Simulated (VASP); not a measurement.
Write the native input for VASP 6.6.1 that does the following.

- Task: single point
- Functional: PBE
- Potentials or basis: VASP PAW PBE potentials, release 64 (Zn, Cu)
- Cutoff: 520 eV
- k mesh: 22 × 22 × 14
- Occupations: gaussian, width 0.15 eV
- Spin: no spin polarisation
- Dipole correction: no
- Further INCAR settings: ALGO = Fast; EDIFF = 1e-07; NBANDS = 18

The structure of ZnCu lies in POSCAR:

```
ZnCu
1.0
    1.5084256292     -2.1503412278      0.0000000000
    1.5084256292      2.1503412278      0.0000000000
    0.0000000000      0.0000000000      4.0295765735
Zn Cu
1 1
Direct
    0.5000000000      0.5000000000      0.5000000000
    0.0000000000      0.0000000000      0.0000000000
```

This cell differs from its parent crystal: ratio of the length along z to the lengths across it x 0.96, volume and fractional coordinates fixed.

The input as run:

INCAR

```
SYSTEM = ZnCu
PREC = Accurate
ENCUT = 520
EDIFF = 1E-7
ISMEAR = 0
SIGMA = 0.15
LREAL = .FALSE.
LASPH = .TRUE.
NELM = 100
ALGO = Fast
ISIF = 2
LWAVE = .FALSE.
LCHARG = .FALSE.
GGA = PE
NBANDS = 18
```

KPOINTS

```
Automatic mesh
0
G
  22 22 14
  0 0 0
```

Potentials or basis: VASP PAW PBE potentials, release 64 (Zn, Cu).

Run with:

```sh
$ cat potpaw_PBE.64/Zn/POTCAR potpaw_PBE.64/Cu/POTCAR > POTCAR
$ mpirun -np 1 vasp_std > vasp.out
```

Results of the run:

```yaml
Pressure: 0.9 GPa
Band_gap_on_the_k_mesh: zero (an odd number of electrons rules out a gap without spin polarisation)
```

Run time: 3.5 min on 1 thread of Intel(R) Xeon(R) 6975P-C (Granite Rapids) (shared host), peak memory 0.59 GiB.
